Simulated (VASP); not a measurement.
# Se (P6/mmm) in VASP: a series of runs

The runs below take Se through single point, relaxation of cell and atoms, with PBE.

Everything below comes from runs of VASP 6.6.1. Logs are shortened: lines on timing, memory, paths and dates and some standing lists are left out, and cuts for length are marked.

### 1 The cell of the first run

It takes space group P6/mmm (No. 191, hexagonal). The conventional cell has a = 3.588 Å, b = 3.588 Å, c = 5.620 Å, α = 90.00°, β = 90.00°, γ = 120.00°. Se (site symmetry -6m2) has 3 Se at 2.07 Å within 2.7 Å.

The cell was built from a structure type or drawn by symmetry, and may not be a known phase.

### 2 Single point, PBE

File INCAR:

```
SYSTEM = Se
PREC = Accurate
ENCUT = 520
EDIFF = 1E-6
ISMEAR = 0
SIGMA = 0.1
LREAL = .FALSE.
LASPH = .TRUE.
NELM = 80
ALGO = Normal
ISIF = 2
LWAVE = .FALSE.
LCHARG = .FALSE.
GGA = PE
NBANDS = 13
```

File KPOINTS:

```
regular mesh
0
G
  6 6 4
  0 0 0
```

File POSCAR:

```
Se
1.0
    3.5884552100      0.0000000000      0.0000000000
   -1.7942276100      3.1076933800      0.0000000000
    0.0000000000      0.0000000000      5.6200515900
Se
2
Direct
    0.3333333300      0.6666666700      0.0000000000
    0.6666666700      0.3333333300      0.0000000000
```

Potentials or basis: VASP PAW PBE potentials, release 64 (Se).

On the command line:

```console
$ cat potpaw_PBE.64/Se/POTCAR > POTCAR
$ mpirun -np 1 vasp_std > vasp.out
```

OUTCAR:

```text
SYSTEM = Se
   PREC = Accurate
   ENCUT = 520
   EDIFF = 1E-6
   ISMEAR = 0
   LREAL = .FALSE.
   LASPH = .TRUE.
   NELM = 80
   ISIF = 2
   GGA = PE

 ion  position               nearest neighbor table
   1  0.333  0.667  0.000-   2 2.07   2 2.07   2 2.07
   2  0.667  0.333  0.000-   1 2.07   1 2.07   1 2.07

  LATTYP: Found a hexagonal cell.
 ALAT       =     3.5884552100
 C/A-ratio  =     1.5661478996

  Lattice vectors:

 A1 = (   3.5884552100,   0.0000000000,   0.0000000000)
 A2 = (  -1.7942276100,   3.1076933800,   0.0000000000)
 A3 = (   0.0000000000,   0.0000000000,   5.6200515900)

Analysis of symmetry for initial positions (statically):
=====================================================================
 Subroutine PRICEL returns:
 Original cell was already a primitive cell.

 Routine SETGRP: Setting up the symmetry group for a
 hexagonal supercell.

 Subroutine GETGRP returns: Found 24 space group operations
 (whereof 24 operations were pure point group operations)
 out of a pool of 24 trial point group operations.

The static configuration has the point symmetry D_6h.

Analysis of symmetry for dynamics (positions and initial velocities):
=====================================================================
 Subroutine PRICEL returns:
 Original cell was already a primitive cell.

 Routine SETGRP: Setting up the symmetry group for a
 hexagonal supercell.

 Subroutine GETGRP returns: Found 24 space group operations
 (whereof 24 operations were pure point group operations)
 out of a pool of 24 trial point group operations.

The dynamic configuration has the point symmetry D_6h.

 Subroutine INISYM returns: Found 24 space group operations
 (whereof 24 operations are pure point group operations),
 and found     1 'primitive' translations

----------------------------------------------------------------------------------------

                                     Primitive cell

  volume of cell :      62.6738

  direct lattice vectors                    reciprocal lattice vectors
     3.588455210  0.000000000  0.000000000     0.278671445  0.160891034  0.000000000
    -1.794227610  3.107693380  0.000000000     0.000000000  0.321782067  0.000000000
     0.000000000  0.000000000  5.620051590     0.000000000  0.000000000  0.177934310

  length of vectors
     3.588455210  3.588455219  5.620051590     0.321782068  0.321782067  0.177934310

  position of ions in fractional coordinates (direct lattice)
     0.333333330  0.666666670  0.000000000
     0.666666670  0.333333330  0.000000000

  ion indices of the primitive-cell ions
   primitive index   ion index
                 1           1
                 2           2

----------------------------------------------------------------------------------------

 KPOINTS: regular mesh

Automatic generation of k-mesh.
 Grid dimensions read from file:
 generate k-points for:    6    6    4

 Generating k-lattice:

  Cartesian coordinates                     Fractional coordinates (reciprocal lattice)
     0.046445241  0.026815172  0.000000000     0.166666667 -0.000000000  0.000000000
     0.000000000  0.053630345  0.000000000     0.000000000  0.166666667  0.000000000
     0.000000000  0.000000000  0.044483577     0.000000000  0.000000000  0.250000000

  Length of vectors
     0.053630345  0.053630345  0.044483577

  Shift w.r.t. Gamma in fractional coordinates (k-lattice)
     0.000000000  0.000000000  0.000000000

 Subroutine IBZKPT returns following result:
 ===========================================

 Found     21 irreducible k-points:

 Following reciprocal coordinates:
            Coordinates               Weight
  0.000000  0.000000  0.000000      1.000000
  0.166667  0.000000  0.000000      6.000000
  0.333333  0.000000  0.000000      6.000000
  0.500000  0.000000  0.000000      3.000000
  0.166667  0.166667  0.000000      6.000000
  0.333333  0.166667  0.000000     12.000000
[... 13 lines left out ...]
  0.333333  0.166667  0.500000     12.000000
  0.333333  0.333333  0.500000      2.000000
   k-points           NKPTS =     21   k-points in BZ     NKDIM =     21   number of bands    NBANDS=     13
   number of dos      NEDOS =    301   number of ions     NIONS =      2
   total plane-waves  NPLWV =  32928
   dimension x,y,z NGX =    28 NGY =   28 NGZ =   42
   dimension x,y,z NGXF=    56 NGYF=   56 NGZF=   84
   ions per type =               2
   NGX,Y,Z   is equivalent  to a cutoff of  12.97, 12.97, 12.42 a.u.
   NGXF,Y,Z  is equivalent  to a cutoff of  25.94, 25.94, 24.85 a.u.
 SYSTEM =  Se
   PREC   = accura    normal or accurate (medium, high low for compatibility)
   ISTART =      0    job   : 0-new  1-cont  2-samecut
   ICHARG =      2    charge: 1-file 2-atom 10-const
   ISPIN  =      1    spin polarized calculation?
   LNONCOLLINEAR =      F non collinear calculations
   LSORBIT =      F    spin-orbit coupling
   LASPH  =      T    aspherical Exc in radial PAW
   ENCUT  =  520.0 eV  38.22 Ry    6.18 a.u.   6.67  6.67 10.45*2*pi/ulx,y,z
   NELM   =     80;   NELMIN=  2; NELMDL= -5     # of ELM steps
   EDIFF  = 0.1E-05   stopping-criterion for ELM
   LREAL  =      F    real-space projection
   EDIFFG = 0.1E-04   stopping-criterion for IOM
   NSW    =      0    number of steps for IOM
   IBRION =     -1    ionic relax: 0-MD 1-quasi-New 2-CG
   NFREE  =      0    steps in history (QN), initial steepest desc. (CG)
   ISIF   =      2    stress and relaxation
   ISYM   =      2    0-nonsym 1-usesym 2-fastsym
   POTIM  = 0.5000    time-step for ionic-motion
   TEBEG  =    0.0;   TEEND  =   0.0 temperature during run
   PSTRESS=    0.0 pullay stress
   NELECT =      12.0000    total number of electrons
   NUPDOWN=      -1.0000    fix difference up-down
   EMIN   =  10.00;   EMAX   =-10.00  energy-range for DOS
   EFERMI =   0.00;   METHOD = LEGACY
   ISMEAR =     0;   SIGMA  =   0.10  broadening in eV -4-tet -1-fermi 0-gaus
   EFERMI_NEDOS =   21; number of points for ismear=-14 and -15
   IALGO  =     38    algorithm
   IMIX   =      4    mixing-type and parameters
     AMIX     =   0.40;   BMIX     =  1.00
     AMIX_MAG =   1.60;   BMIX_MAG =  1.00
  volume/ion in A,a.u.               =      31.34       211.47
  Fermi-wavevector in a.u.,A,eV,Ry     =   0.943568  1.783085 12.113549  0.890321
  Thomas-Fermi vector in A             =   2.071288
   LORBIT       =      0    0 simple, 1 ext, 2 COOP (PROOUT), +10 PAW based schemes
   GGA     = PE    functional components
   LHFCALC =     F    Hartree Fock is set to
   AEXX    =    0.0000 exact exchange contribution
   IVDW    =     0    specifies the selected vdW correction
   LEPSILON=     F    determine dielectric tensor
   LRPA    =     F    only Hartree local field effects (RPA)
 non-spin polarized calculation
 Gauss-broadening in eV      SIGMA  =   0.10
  energy-cutoff  :      520.00
  volume of cell :       62.67
 maximum number of plane-waves:      1713
 NGX is ok and might be reduce to    28
   NGX = 13   NGY = 13   NGZ = 21

 number of electron      11.9999999 magnetization

 Free energy of the ion-electron system (eV)
  ---------------------------------------------------
  ext. energy  EPLUGINS =         0.00000000
  ---------------------------------------------------
  free energy    TOTEN  =        -0.95748988 eV

  energy without entropy =       -0.94206712  energy(sigma->0) =       -0.94977850

 E-fermi :   2.8295     XC(G=0):  -7.2616

 val. band max:        2.7762338272   @ k =   0.1667   0.0000   0.5000
 cond. band min:       2.8449296848   @ k =   0.1667   0.1667   0.0000
 fundamental gap:      0.0686958575
 Fermi energy:         2.8294597816

 k-point     1 :       0.0000    0.0000    0.0000
  band No.  band energies     occupation
      1     -17.4840      2.00000
      2      -4.5439      2.00000
      3      -4.5439      2.00000
      4      -4.4100      2.00000
      5      -3.5271      2.00000
      6       2.4201      2.00000
      7       2.4201      2.00000
      8       4.2024      0.00000
      9       5.7270      0.00000
     10       9.7130      0.00000
     11      12.1857      0.00000
     12      12.1857      0.00000
     13      12.7423      0.00000

 k-point     2 :       0.1667    0.0000    0.0000
  band No.  band energies     occupation
      1     -17.1127      2.00000
      2      -7.6848      2.00000
      3      -5.0649      2.00000
      4      -4.0405      2.00000
      5      -0.9849      2.00000
      6       2.7625      1.65637
      7       3.7358      0.00000
      8       4.3409      0.00000
      9       4.6367      0.00000
     10      11.3518      0.00000
     11      11.4237      0.00000
     12      11.6191      0.00000
     13      13.5663      0.00000

 k-point     3 :       0.3333    0.0000    0.0000
  band No.  band energies     occupation
      1     -16.0563      2.00000
      2     -10.8146      2.00000
      3      -5.8493      2.00000
      4      -3.0023      2.00000
      5      -0.6991      2.00000
      6       1.9071      2.00000
      7       5.8173      0.00000
      8       5.9645      0.00000
      9       6.8333      0.00000
     10      10.3249      0.00000
     11      10.3760      0.00000
     12      11.2651      0.00000
     13      14.5266      0.00000
[... 257 lines left out ...]
 k-point    20 :       0.3333    0.1667    0.5000
  band No.  band energies     occupation
      1     -15.1066      2.00000
      2     -12.2573      2.00000
      3      -7.0176      2.00000
      4      -2.1873      2.00000
      5       0.5067      2.00000
      6       1.1487      2.00000
      7       5.6070      0.00000
      8       7.0300      0.00000
      9       9.3047      0.00000
     10      10.0838      0.00000
     11      10.8130      0.00000
     12      11.6904      0.00000
     13      12.1603      0.00000

 k-point    21 :       0.3333    0.3333    0.5000
  band No.  band energies     occupation
      1     -13.7384      2.00000
      2     -13.7384      2.00000
      3      -7.7958      2.00000
      4      -0.8796      2.00000
      5      -0.8796      2.00000
      6       4.5323      0.00000
      7       4.5323      0.00000
      8       6.1102      0.00000
      9       7.1043      0.00000
     10      11.6403      0.00000
     11      11.6403      0.00000
     12      11.6716      0.00000
     13      11.6716      0.00000

------------------------ aborting loop because EDIFF is reached ----------------------------------------

  FORCE on cell =-STRESS in cart. coord.  units (eV):
  Direction    XX          YY          ZZ          XY          YZ          ZX
  --------------------------------------------------------------------------------------
  -------------------------------------------------------------------------------------
  Total       29.5830291     29.5830293     -0.0241141     -0.0000000      0.0000000      0.0000000
  in kB      756.2532061    756.2532099     -0.6164456     -0.0000012      0.0000000      0.0000000
  external PRESSURE =     503.9633235 kB  Pullay stress =       0.0000000 kB

 VOLUME and BASIS-vectors are now :
 -----------------------------------------------------------------------------
  energy-cutoff  :      520.00
  volume of cell :       62.67
      direct lattice vectors                 reciprocal lattice vectors
     3.588455210  0.000000000  0.000000000     0.278671445  0.160891034  0.000000000
    -1.794227610  3.107693380  0.000000000     0.000000000  0.321782067  0.000000000
     0.000000000  0.000000000  5.620051590     0.000000000  0.000000000  0.177934310

 POSITION                                       TOTAL-FORCE (eV/Angst)
 -----------------------------------------------------------------------------------
     -0.00000      2.07180      0.00000        -0.000000      0.000000      0.000000
      1.79423      1.03590      0.00000         0.000000     -0.000000      0.000000
 -----------------------------------------------------------------------------------
    total drift:                                0.000000      0.000000     -0.000000

  FREE ENERGIE OF THE ION-ELECTRON SYSTEM (eV)
  ---------------------------------------------------
  free  energy   TOTEN  =        -0.9574898788 eV

  energy  without entropy=       -0.9420671165  energy(sigma->0) =       -0.94977850
```

Wall time 8.1 s (1 thread of Intel Xeon 6975P-C (Granite Rapids), shared host); peak memory 0.17 GiB.

Results:

```yaml
Free_energy: -0.9575 eV
Pressure: 50.4 GPa
Band_gap_on_the_k_mesh: zero (bands 6 and 7 overlap by 2.11 eV)
```

Caveat: the cell stands under pressure.

### 3 Single point, PBE

This run uses another cell than the first one, of 41.47 Å³/atom.

File INCAR:

```
SYSTEM = Se
ALGO = Normal
EDIFF = 1E-6
ENCUT = 520
GGA = PE
ISIF = 2
ISMEAR = 0
LASPH = .True.
LCHARG = .True.
LELF = .True.
LREAL = .False.
LVHAR = .True.
LWAVE = .False.
NBANDS = 13
NELM = 100
PREC = Accurate
SIGMA = 0.1
```

File KPOINTS:

```
k-points
0
Gamma
  6 6 4
  0 0 0
```

File POSCAR:

```
Se
1.0
    4.4404610601      0.0000000036      0.0000000000
   -2.2202305331      3.8455520808      0.0000000000
    0.0000000000      0.0000000000      4.8573938945
Se
2
Direct
    0.3333333333      0.6666666667      0.0000000000
    0.6666666667      0.3333333333      0.0000000000
```

Potentials or basis: VASP PAW PBE potentials, release 64 (Se).

On the command line:

```console
$ cat potpaw_PBE.64/Se/POTCAR > POTCAR
$ mpirun -np 1 vasp_std > vasp.out
```

OUTCAR:

```text
SYSTEM = Se
   EDIFF = 1E-6
   ENCUT = 520
   GGA = PE
   ISIF = 2
   ISMEAR = 0
   LASPH = .True.
   LREAL = .False.
   NELM = 100
   PREC = Accurate

 ion  position               nearest neighbor table
   1  0.333  0.667  0.000-   2 2.56   2 2.56   2 2.56
   2  0.667  0.333  0.000-   1 2.56   1 2.56   1 2.56

  LATTYP: Found a hexagonal cell.
 ALAT       =     4.4404610601
 C/A-ratio  =     1.0938940414

  Lattice vectors:

 A1 = (   4.4404610601,   0.0000000036,   0.0000000000)
 A2 = (  -2.2202305331,   3.8455520808,   0.0000000000)
 A3 = (   0.0000000000,   0.0000000000,   4.8573938945)

Analysis of symmetry for initial positions (statically):
=====================================================================
 Subroutine PRICEL returns:
 Original cell was already a primitive cell.

 Routine SETGRP: Setting up the symmetry group for a
 hexagonal supercell.

 Subroutine GETGRP returns: Found 24 space group operations
 (whereof 24 operations were pure point group operations)
 out of a pool of 24 trial point group operations.

The static configuration has the point symmetry D_6h.

Analysis of symmetry for dynamics (positions and initial velocities):
[... 171 lines left out ...]
      7       0.2644      1.05772
      8       1.1421      0.00000
      9       3.6595      0.00000
     10       7.0361      0.00000
     11       9.7055      0.00000
     12       9.7055      0.00000
     13      12.5343      0.00000
[... 306 lines left out ...]
  band No.  band energies     occupation
      1     -13.2440      2.00000
      2     -13.2440      2.00000
      3      -5.9538      2.00000
      4      -1.8650      2.00000
      5      -1.8650      2.00000
      6      -0.5327      2.00000
      7      -0.5327      2.00000
      8       4.6494      0.00000
      9       4.9181      0.00000
     10       5.5915      0.00000
     11       9.4248      0.00000
     12       9.4248      0.00000
     13      11.5495      0.00000

------------------------ aborting loop because EDIFF is reached ----------------------------------------

  FORCE on cell =-STRESS in cart. coord.  units (eV):
  Direction    XX          YY          ZZ          XY          YZ          ZX
  --------------------------------------------------------------------------------------
  -------------------------------------------------------------------------------------
  Total        0.1691198      0.1691198      0.0175383      0.0000000     -0.0000000     -0.0000000
  in kB        3.2667424      3.2667424      0.3387723      0.0000000     -0.0000000     -0.0000000
  external PRESSURE =       2.2907524 kB  Pullay stress =       0.0000000 kB

 VOLUME and BASIS-vectors are now :
 -----------------------------------------------------------------------------
  energy-cutoff  :      520.00
  volume of cell :       82.94
      direct lattice vectors                 reciprocal lattice vectors
     4.440461060  0.000000004  0.000000000     0.225201840  0.130020343  0.000000000
    -2.220230533  3.845552081  0.000000000    -0.000000000  0.260040686  0.000000000
     0.000000000  0.000000000  4.857393895     0.000000000  0.000000000  0.205871713

 POSITION                                       TOTAL-FORCE (eV/Angst)
 -----------------------------------------------------------------------------------
     -0.00000      2.56370      0.00000        -0.000000     -0.000000     -0.000000
      2.22023      1.28185      0.00000         0.000000      0.000000      0.000000
 -----------------------------------------------------------------------------------
    total drift:                               -0.000000      0.000000      0.000000

  FREE ENERGIE OF THE ION-ELECTRON SYSTEM (eV)
  ---------------------------------------------------
  free  energy   TOTEN  =        -6.0490171425 eV

  energy  without entropy=       -6.0292939782  energy(sigma->0) =       -6.03915556
```

OSZICAR:

```text
N       E                     dE             d eps       ncg     rms          rms(c)
DAV:   1     0.612226954000E+02    0.61223E+02   -0.44789E+03   546   0.715E+02
DAV:   2    -0.135539139089E+01   -0.62578E+02   -0.59629E+02   745   0.129E+02
DAV:   3    -0.615331990507E+01   -0.47979E+01   -0.47771E+01   691   0.403E+01
DAV:   4    -0.620604115468E+01   -0.52721E-01   -0.52675E-01   667   0.491E+00
DAV:   5    -0.620648123112E+01   -0.44008E-03   -0.44006E-03   744   0.440E-01    0.509E+00
DAV:   6    -0.607677750959E+01    0.12970E+00   -0.17145E-01   626   0.141E+00    0.306E+00
DAV:   7    -0.604863011843E+01    0.28147E-01   -0.71683E-02   646   0.115E+00    0.693E-01
DAV:   8    -0.604878029389E+01   -0.15018E-03   -0.19996E-03   641   0.272E-01    0.839E-02
DAV:   9    -0.604904788491E+01   -0.26759E-03   -0.62488E-04   596   0.141E-01    0.455E-02
DAV:  10    -0.604901779708E+01    0.30088E-04   -0.47647E-05   671   0.373E-02    0.133E-02
DAV:  11    -0.604901979914E+01   -0.20021E-05   -0.45840E-05   591   0.369E-02    0.113E-02
DAV:  12    -0.604901750587E+01    0.22933E-05   -0.24431E-06   666   0.855E-03    0.352E-03
DAV:  13    -0.604901714246E+01    0.36341E-06   -0.65818E-07   393   0.447E-03
   1 F= -.60490171E+01 E0= -.60391556E+01  d E =-.197232E-01
```

stdout:

```text
POSCAR found type information on POSCAR Se
 POSCAR found :  1 types and       2 ions
 scaLAPACK will be used
 LDA part: xc-table for (Slater+PW92), standard interpolation
 POSCAR, INCAR and KPOINTS ok, starting setup
 FFT: planning ... GRIDC
 FFT: planning ... GRID_SOFT
 FFT: planning ... GRID
 WAVECAR not read
 entering main loop
```

Run time: 11 s. Hardware: 1 thread of Intel Xeon 6975P-C (Granite Rapids), shared host; peak memory 0.2 GiB.

What came out:

* Free energy: -6.0490 eV
* Pressure: 0.2 GPa
* Band gap on the k mesh: zero (bands 6 and 7 overlap by 0.89 eV)

Stress tensor (GPa, compression positive):
```
0.33 0.00 0.00
0.00 0.33 0.00
0.00 0.00 0.03
```

Caveat: this functional lacks dispersion, which binds the layers, so the pressure and a relaxed spacing across them are unreliable.

(Continued in part 2 of 2.)
